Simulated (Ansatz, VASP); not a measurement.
**Two plane-wave programs on Al**

```
Al
1.0
     2.68919    0.00000    0.00000
    -1.34459    2.32890    0.00000
     0.00000    0.00000    8.91684
Al
4
Direct
  0.00000 0.00000 0.00000
  0.00000 0.00000 0.50000
  0.33333 0.66667 0.25000
  0.66667 0.33333 0.75000
```

Alike in both runs: task single point; functional LDA; k mesh 14 × 14 × 4; occupations fermi-dirac, width 0.1 eV; no spin polarisation.

|  | VASP | Ansatz |
| --- | --- | --- |
| version | VASP 6.6.1 | Ansatz 0.2.0 |
| potentials or method | VASP PAW LDA potentials, release 64 (Al), cutoff 520 eV | plane waves (420 eV) with PAW, scalar-relativistic |
| valence electrons in the cell | 12 | 12 |

```tsv
	VASP	Ansatz	Ansatz less VASP
pressure (GPa)	14.3	14.2	-0.18
traceless stress, the component that is largest in VASP (GPa)	-0.43	-0.42	+0.013
```

Ansatz warns that its potentials were made for another functional, while VASP's fit it. LDA's correlation is that of Perdew and Zunger in VASP and of Perdew and Wang (1992) in Ansatz.
